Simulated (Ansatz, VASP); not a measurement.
Two plane-wave programs on TaN

```
CELL_PARAMETERS angstrom
-3.12229 0.00000 0.00000
-1.56114 -2.70398 0.00000
0.00000 0.00000 12.10492
ATOMIC_POSITIONS crystal
Ta 0.33333 0.33333 0.01504
Ta 0.33333 0.33333 0.51504
Ta 0.66667 0.66667 0.26504
Ta 0.66667 0.66667 0.76504
N 0.33333 0.33333 0.17746
N 0.33333 0.33333 0.67746
N 0.66667 0.66667 0.42746
N 0.66667 0.66667 0.92746
```

Alike in both runs: task single point; functional PBEsol; k mesh 14 × 14 × 4; occupations gaussian, width 0.15 eV; no spin polarisation.

```csv
,VASP,Ansatz
version,VASP 6.6.1,Ansatz 0.2.0
potentials or method,"VASP PAW PBE potentials, release 64 (Ta_sv_GW, N), cutoff 600 eV","scalar-relativistic, plane waves, PAW"
valence electrons in the cell,72,72
```

|  | VASP | Ansatz | Ansatz less VASP |
| --- | --- | --- | --- |
| gap on the k mesh at the Fermi level (eV) | none | none | - |
| pressure (GPa) | 0.1 | 0.0 | -0.06 |
| traceless stress, the component that is largest in VASP (GPa) | 0.20 | 0.01 | -0.183 |

VASP's potentials were made for PBE, not for PBEsol. A gap of «none» marks a metal or a gap that the smearing closes. With one functional, cell and mesh, what is left measures potentials, basis and numerics.

Neither program's run includes spin-orbit coupling.
